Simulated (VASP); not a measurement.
Set up this calculation in VASP 6.6.1, as the native input.

| Property | Result |
| --- | --- |
| Task | single point |
| Functional | PBEsol |
| Potentials or basis | VASP PAW PBE potentials, release 64 (Ga_d, N) |
| Cutoff | 520 eV |
| k mesh | 8 × 8 × 8 |
| Occupations | gaussian, width 0.01 eV |
| Spin | no spin polarisation |
| Dipole correction | no |
| Further INCAR settings | ALGO = Normal; EDIFF = 1e-07; NBANDS = 16 |

The structure of GaN lies in POSCAR:

```
GaN
1.0
    0.0000000000      2.2489458799      2.2489458799
    2.2489458799      0.0000000000      2.2489458799
    2.2489458799      2.2489458799      0.0000000000
Ga N
1 1
Direct
    0.0000000000      0.0000000000      0.0000000000
    0.7500000000      0.7500000000      0.7500000000
```

These files were run (other wordings do the same):

INCAR

```
SYSTEM = GaN
PREC = Accurate
ENCUT = 520
EDIFF = 1E-7
ISMEAR = 0
SIGMA = 0.01
LREAL = .False.
LASPH = .True.
NELM = 80
ALGO = Normal
ISIF = 2
LWAVE = .False.
LCHARG = .False.
GGA = PS
NBANDS = 16
```

KPOINTS

```
regular mesh
0
Gamma
  8 8 8
  0 0 0
```

Potentials or basis: VASP PAW PBE potentials, release 64 (Ga_d, N).

The run is started by

```sh
$ cat potpaw_PBE.64/Ga_d/POTCAR potpaw_PBE.64/N/POTCAR > POTCAR
$ mpirun -np 1 vasp_std > vasp.out
```

Results of the run:

- Pressure: -0.2 GPa
- Band gap on the k mesh: 1.72 eV, direct

Caveat: the PAW data sets were made with another functional, which shifts forces and pressure a little.

Wall time 27 s on 1 thread of AMD EPYC 7R13 (shared host), peak memory 0.11 GiB.
